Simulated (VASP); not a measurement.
# CaO in VASP: notebook

Aim: see how the results for CaO move with the level of theory and the settings. Levels: r2SCAN, HSE06. Tasks: single point.

Everything below comes from runs of VASP 6.6.1. Logs are shortened: lines on timing, memory, paths and dates and some standing lists are left out, and cuts for length are marked.

### Step 1. The cell of the first run

The structure is tetragonal, space group I-4m2 (No. 119). Conventional cell: a = 3.659 Å, b = 3.659 Å, c = 5.213 Å, α = 90.00°, β = 90.00°, γ = 90.00°. Within 3.0 Å of Ca (site symmetry -4m2) lie 4 O at 2.25 Å. Within 3.0 Å of O (site symmetry -4m2) lie 4 Ca at 2.25 Å.

### Step 2. Single point, r2SCAN (biaxial xy strain -0.8%)

File POSCAR:

```
CaO
1.0
    0.0000000000      2.5871812535      2.6067317416
    2.5871812535      0.0000000000      2.6067317416
    2.5871812535      2.5871812535      0.0000000000
Ca O
1 1
Direct
    0.0000000000      0.0000000000      0.0000000000
    0.2500000000      0.2500000000      0.2500000000
```

File INCAR.step1:

```
PREC = Accurate ; ENCUT = 910
ISMEAR = 0 ; SIGMA = 0.01
LREAL = F ; LASPH = T
NELM = 120 ; NBANDS = 15
GGA = PE ; ALGO = Normal
EDIFF = 1E-5 ; LWAVE = T
LCHARG = F ; GGA_COMPAT = F
```

File INCAR.step2:

```
PREC = Accurate ; ENCUT = 910
EDIFF = 1E-6 ; ISMEAR = 0
SIGMA = 0.01 ; LREAL = F
LASPH = T ; NELM = 120
ALGO = Normal ; ISIF = 2
LWAVE = F ; LCHARG = F
METAGGA = R2SCAN ; LMIXTAU = T
NBANDS = 15 ; ISTART = 1
GGA_COMPAT = F
```

File KPOINTS:

```
regular mesh
0
Gamma
  8 8 8
```

Potentials or basis: VASP PAW PBE potentials, release 64 (Ca_sv, O_h).

Run with:

```
cat potpaw_PBE.64/Ca_sv/POTCAR potpaw_PBE.64/O_h/POTCAR > POTCAR
cp INCAR.step1 INCAR
mpirun -np 1 vasp_std > vasp.out
cp INCAR.step2 INCAR
mpirun -np 1 vasp_std > vasp.out
```

OUTCAR:

```text
PREC = Accurate
   ENCUT = 910
   EDIFF = 1E-6
   ISMEAR = 0
   LREAL = F
   LASPH = T
   NELM = 120
   ISIF = 2
   METAGGA = R2SCAN
   ISTART = 1

 ion  position               nearest neighbor table
   1  0.000  0.000  0.000-   2 2.25   2 2.25   2 2.25   2 2.25
   2  0.250  0.250  0.250-   1 2.25   1 2.25   1 2.25   1 2.25

  LATTYP: Found a body centered tetragonal cell.
 ALAT       =     3.6588268170
 C/A-ratio  =     1.4249003148

  Lattice vectors:

 A1 = (  -2.5871812535,   0.0000000000,   2.6067317416)
 A2 = (   2.5871812535,   0.0000000000,   2.6067317416)
 A3 = (   0.0000000000,   2.5871812535,  -2.6067317416)

Analysis of symmetry for initial positions (statically):
=====================================================================
 Subroutine PRICEL returns:
 Original cell was already a primitive cell.

 Routine SETGRP: Setting up the symmetry group for a
 body centered tetragonal supercell.

 Subroutine GETGRP returns: Found  8 space group operations
 (whereof  8 operations were pure point group operations)
 out of a pool of 16 trial point group operations.

The static configuration has the point symmetry D_2d.

Analysis of symmetry for dynamics (positions and initial velocities):
=====================================================================
 Subroutine PRICEL returns:
 Original cell was already a primitive cell.

 Routine SETGRP: Setting up the symmetry group for a
 body centered tetragonal supercell.

 Subroutine GETGRP returns: Found  8 space group operations
 (whereof  8 operations were pure point group operations)
 out of a pool of 16 trial point group operations.

The dynamic configuration has the point symmetry D_2d.

 Subroutine INISYM returns: Found  8 space group operations
 (whereof  8 operations are pure point group operations),
 and found     1 'primitive' translations

----------------------------------------------------------------------------------------

                                     Primitive cell

  volume of cell :      34.8964

  direct lattice vectors                    reciprocal lattice vectors
     0.000000000  2.587181253  2.606731742    -0.193260522  0.193260522  0.191811068
     2.587181253  0.000000000  2.606731742     0.193260522 -0.193260522  0.191811068
     2.587181253  2.587181253  0.000000000     0.193260522  0.193260522 -0.191811068

  length of vectors
     3.672677118  3.672677118  3.658826817     0.333902298  0.333902298  0.333902298

  position of ions in fractional coordinates (direct lattice)
     0.000000000  0.000000000  0.000000000
     0.250000000  0.250000000  0.250000000

  ion indices of the primitive-cell ions
   primitive index   ion index
                 1           1
                 2           2

----------------------------------------------------------------------------------------

 KPOINTS: regular mesh

Automatic generation of k-mesh.
 Grid dimensions read from file:
 generate k-points for:    8    8    8

 Generating k-lattice:

  Cartesian coordinates                     Fractional coordinates (reciprocal lattice)
    -0.024157565  0.024157565  0.023976384     0.125000000  0.000000000  0.000000000
     0.024157565 -0.024157565  0.023976384     0.000000000  0.125000000  0.000000000
     0.024157565  0.024157565 -0.023976384     0.000000000  0.000000000  0.125000000

  Length of vectors
     0.041737787  0.041737787  0.041737787

  Shift w.r.t. Gamma in fractional coordinates (k-lattice)
     0.000000000  0.000000000  0.000000000

 Subroutine IBZKPT returns following result:
 ===========================================

 Found     59 irreducible k-points:

 Following reciprocal coordinates:
            Coordinates               Weight
  0.000000  0.000000  0.000000      1.000000
  0.125000 -0.000000  0.000000      8.000000
  0.250000 -0.000000  0.000000      8.000000
  0.375000  0.000000  0.000000      8.000000
  0.500000 -0.000000  0.000000      4.000000
  0.125000  0.125000  0.000000      2.000000
[... 16 lines left out ...]
  0.250000 -0.000000  0.125000     16.000000
  0.375000  0.000000  0.125000     16.000000
 [... further k-points ...]
   k-points           NKPTS =     59   k-points in BZ     NKDIM =     59   number of bands    NBANDS=     15
   number of dos      NEDOS =    301   number of ions     NIONS =      2
   total plane-waves  NPLWV =  46656
   dimension x,y,z NGX =    36 NGY =   36 NGZ =   36
   dimension x,y,z NGXF=    72 NGYF=   72 NGZF=   72
   ions per type =               1   1
   NGX,Y,Z   is equivalent  to a cutoff of  16.30, 16.30, 16.36 a.u.
   NGXF,Y,Z  is equivalent  to a cutoff of  32.59, 32.59, 32.71 a.u.
 SYSTEM =  unknown system
   PREC   = accura    normal or accurate (medium, high low for compatibility)
   ISTART =      1    job   : 0-new  1-cont  2-samecut
   ICHARG =      0    charge: 1-file 2-atom 10-const
   ISPIN  =      1    spin polarized calculation?
   LNONCOLLINEAR =      F non collinear calculations
   LSORBIT =      F    spin-orbit coupling
   LASPH  =      T    aspherical Exc in radial PAW
   ENCUT  =  910.0 eV  66.88 Ry    8.18 a.u.   9.03  9.03  9.00*2*pi/ulx,y,z
   NELM   =    120;   NELMIN=  2; NELMDL=  0     # of ELM steps
   EDIFF  = 0.1E-05   stopping-criterion for ELM
   LREAL  =      F    real-space projection
   EDIFFG = 0.1E-04   stopping-criterion for IOM
   NSW    =      0    number of steps for IOM
   IBRION =     -1    ionic relax: 0-MD 1-quasi-New 2-CG
   NFREE  =      0    steps in history (QN), initial steepest desc. (CG)
   ISIF   =      2    stress and relaxation
   ISYM   =      2    0-nonsym 1-usesym 2-fastsym
   POTIM  = 0.5000    time-step for ionic-motion
   TEBEG  =    0.0;   TEEND  =   0.0 temperature during run
   PSTRESS=    0.0 pullay stress
   NELECT =      16.0000    total number of electrons
   NUPDOWN=      -1.0000    fix difference up-down
   EMIN   =  10.00;   EMAX   =-10.00  energy-range for DOS
   EFERMI =   0.00;   METHOD = LEGACY
   ISMEAR =     0;   SIGMA  =   0.01  broadening in eV -4-tet -1-fermi 0-gaus
   EFERMI_NEDOS =   21; number of points for ismear=-14 and -15
   IALGO  =     38    algorithm
   IMIX   =      4    mixing-type and parameters
     AMIX     =   0.40;   BMIX     =  1.00
     AMIX_MAG =   1.60;   BMIX_MAG =  1.00
  volume/ion in A,a.u.               =      17.45       117.75
  Fermi-wavevector in a.u.,A,eV,Ry     =   1.262374  2.385542 21.682093  1.593589
  Thomas-Fermi vector in A             =   2.395786
   LORBIT       =      0    0 simple, 1 ext, 2 COOP (PROOUT), +10 PAW based schemes
   METAGGA = R2SCAN    functional components
   LHFCALC =     F    Hartree Fock is set to
   AEXX    =    0.0000 exact exchange contribution
   IVDW    =     0    specifies the selected vdW correction
   LEPSILON=     F    determine dielectric tensor
   LRPA    =     F    only Hartree local field effects (RPA)
 non-spin polarized calculation
 Gauss-broadening in eV      SIGMA  =   0.01
  energy-cutoff  :      910.00
  volume of cell :       34.90
 maximum number of plane-waves:      2200
   NGX = 19   NGY = 19   NGZ = 17

 number of electron      16.0000000 magnetization

 Free energy of the ion-electron system (eV)
  ---------------------------------------------------
  ext. energy  EPLUGINS =         0.00000000
  ---------------------------------------------------
  free energy    TOTEN  =       -18.94557225 eV

  energy without entropy =      -18.94557225  energy(sigma->0) =      -18.94557225

 E-fermi :   0.5117     XC(G=0):  -9.6538

 val. band max:        0.4378396135   @ k =  -0.3750   0.5000   0.1250
 cond. band min:       4.2196847268   @ k =   0.0000   0.0000   0.0000
 fundamental gap:      3.7818451132
 Fermi energy:         0.5116843042

 k-point     1 :       0.0000    0.0000    0.0000
  band No.  band energies     occupation
      1     -38.0584      2.00000
      2     -18.1159      2.00000
      3     -18.1159      2.00000
      4     -18.1136      2.00000
      5     -15.3473      2.00000
      6      -0.2243      2.00000
      7      -0.2181      2.00000
      8      -0.2181      2.00000
      9       4.2197      0.00000
     10       9.1239      0.00000
     11       9.1830      0.00000
     12      10.7752      0.00000
     13      10.8444      0.00000
     14      10.8444      0.00000
     15      17.9349      0.00000

 k-point     2 :       0.1250   -0.0000    0.0000
  band No.  band energies     occupation
      1     -38.0512      2.00000
      2     -18.2677      2.00000
      3     -18.1242      2.00000
      4     -18.1232      2.00000
      5     -15.1994      2.00000
      6      -0.3812      2.00000
      7      -0.1779      2.00000
      8      -0.1722      2.00000
      9       4.7678      0.00000
     10       8.9375      0.00000
     11       8.9891      0.00000
     12      10.5717      0.00000
     13      10.9758      0.00000
     14      11.0127      0.00000
     15      16.1705      0.00000

 k-point     3 :       0.2500   -0.0000    0.0000
  band No.  band energies     occupation
      1     -38.0338      2.00000
      2     -18.5825      2.00000
      3     -18.1445      2.00000
      4     -18.1443      2.00000
      5     -14.9022      2.00000
      6      -0.5819      2.00000
      7      -0.0782      2.00000
      8      -0.0683      2.00000
      9       5.9076      0.00000
     10       8.7567      0.00000
     11       8.7926      0.00000
     12      10.0918      0.00000
     13      11.0829      0.00000
     14      11.1010      0.00000
     15      14.1560      0.00000
[... 343 lines left out ...]
 k-point    23 :       0.2500   -0.0000    0.1250
  band No.  band energies     occupation
      1     -38.0347      2.00000
      2     -18.5356      2.00000
      3     -18.1623      2.00000
      4     -18.1590      2.00000
      5     -14.9121      2.00000
      6      -0.6447      2.00000
      7      -0.0615      2.00000
      8      -0.0329      2.00000
      9       5.8674      0.00000
     10       8.0312      0.00000
     11       9.2960      0.00000
     12      10.4420      0.00000
     13      10.9427      0.00000
     14      11.1617      0.00000
     15      15.0990      0.00000

 k-point    24 :       0.3750    0.0000    0.1250
  band No.  band energies     occupation
      1     -38.0172      2.00000
      2     -18.7946      2.00000
      3     -18.1943      2.00000
      4     -18.1821      2.00000
      5     -14.6634      2.00000
      6      -0.6417      2.00000
      7      -0.0097      2.00000
      8       0.0642      2.00000
      9       6.6535      0.00000
     10       8.0054      0.00000
     11       9.2920      0.00000
     12      10.1446      0.00000
     13      10.7850      0.00000
     14      11.2079      0.00000
     15      13.6858      0.00000

 [... further k-points ...]
[... 5 lines left out ...]
  --------------------------------------------------------------------------------------
  -------------------------------------------------------------------------------------
  Total        0.4486763      0.4486763      0.4293546      0.0000000      0.0000000      0.0000000
  in kB       20.5998332     20.5998332     19.7127252      0.0000000      0.0000000      0.0000000
  external PRESSURE =      20.3041305 kB  Pullay stress =       0.0000000 kB

 VOLUME and BASIS-vectors are now :
 -----------------------------------------------------------------------------
  energy-cutoff  :      910.00
  volume of cell :       34.90
      direct lattice vectors                 reciprocal lattice vectors
     0.000000000  2.587181253  2.606731742    -0.193260522  0.193260522  0.191811068
     2.587181253  0.000000000  2.606731742     0.193260522 -0.193260522  0.191811068
     2.587181253  2.587181253  0.000000000     0.193260522  0.193260522 -0.191811068

 POSITION                                       TOTAL-FORCE (eV/Angst)
 -----------------------------------------------------------------------------------
      0.00000      0.00000      0.00000         0.000000      0.000000     -0.000000
      1.29359      1.29359      1.30337        -0.000000     -0.000000      0.000000
 -----------------------------------------------------------------------------------
    total drift:                                0.000000      0.000000      0.000000

  FREE ENERGIE OF THE ION-ELECTRON SYSTEM (eV)
  ---------------------------------------------------
  free  energy   TOTEN  =       -18.9455722470 eV

  energy  without entropy=      -18.9455722470  energy(sigma->0) =      -18.94557225
```

Wall time 2.3 min (1 thread of Intel Xeon Platinum 8559C (Emerald Rapids), shared host); peak memory 0.26 GiB.

What came out:

```yaml
Free_energy: -18.9456 eV
Pressure: 2.0 GPa
Band_gap_on_the_k_mesh: 3.78 eV (least direct gap 4.44 eV)
```

Caveat: the cell differs from its parent crystal (biaxial xy strain -0.8%); the cutoff is under 1.25 times the usual one of these potentials, so pressure, stress and relaxed cells hold a basis-set (Pulay) error; the PAW data sets were made with another functional, which shifts forces and pressure a little. A k mesh can miss the band edges.

### Step 3. Single point, HSE06 (epitaxial 111 strain +2.5%)

File POSCAR:

```
CaO
1.0
   -0.0815146600      2.5896033556      2.5896033556
    2.5896033556     -0.0815146600      2.5896033556
    2.5896033556      2.5896033556     -0.0815146600
Ca O
1 1
Direct
   -0.0028147082     -0.0028147082     -0.0028147082
    0.2528147082      0.2528147082      0.2528147082
```

File INCAR.step1:

```
SYSTEM = CaO
PREC = Accurate
ENCUT = 520
EDIFF = 1E-5
ISMEAR = 0
SIGMA = 0.01
LREAL = .False.
LASPH = .True.
NELM = 100
ALGO = Normal
ISIF = 2
LWAVE = .True.
LCHARG = .False.
NBANDS = 15
GGA = PE
```

File INCAR.step2:

```
SYSTEM = CaO
PREC = Accurate
ENCUT = 520
EDIFF = 1E-6
ISMEAR = 0
SIGMA = 0.01
LREAL = .False.
LASPH = .True.
NELM = 100
ALGO = Normal
ISIF = 2
LWAVE = .False.
LCHARG = .False.
GGA = PE
LHFCALC = .True.
HFSCREEN = 0.2079
PRECFOCK = Normal
NBANDS = 15
ISTART = 1
```

File KPOINTS:

```
Automatic mesh
0
Gamma
  6 6 6
  0 0 0
```

Potentials or basis: VASP PAW PBE potentials, release 64 (Ca_sv, O).

Run with:

```
cat potpaw_PBE.64/Ca_sv/POTCAR potpaw_PBE.64/O/POTCAR > POTCAR
cp INCAR.step1 INCAR
mpirun -np 1 vasp_std > vasp.out
cp INCAR.step2 INCAR
mpirun -np 1 vasp_std > vasp.out
```

Run time: 2.1 h. Hardware: 1 thread of AMD EPYC 7R13, shared host; peak memory 0.27 GiB.

The run converged. Its results:

```yaml
Free_energy: -14.4359 eV
Pressure: -1.6 GPa
Largest_force: 0.006 eV/Å
Band_gap_on_the_k_mesh: 4.57 eV (least direct gap 5.06 eV)
```

Forces on the atoms (eV/Å):
```
Ca   0.004  0.004  0.004
O   -0.004 -0.004 -0.004
```

Stress tensor (GPa, compression positive):
```
-1.57  1.14  1.14
 1.14 -1.57  1.14
 1.14  1.14 -1.57
```

Levels at points of the mesh, in eV from the valence-band top:
| k point | band 6 | band 7 | band 8 | band 9 | band 10 | band 11 |
| --- | --- | --- | --- | --- | --- | --- |
| (0.00, 0.00, 0.00) | -0.65 | -0.65 | -0.49 | 4.57 | 9.94 | 9.94 |
| (0.50, 0.00, 0.00) | -1.10 | -0.34 | -0.31 | 7.69 | 9.46 | 9.49 |
| (0.50, 0.50, 0.00) | -1.46 | -0.07 | 0.00 | 6.42 | 8.30 | 11.09 |
| (0.50, 0.50, 0.50) | -0.97 | -0.42 | -0.42 | 7.75 | 9.64 | 9.76 |

Caveat: the cell differs from its parent crystal (epitaxial 111 strain +2.5%); the PAW data sets were made with another functional, which shifts forces and pressure a little.
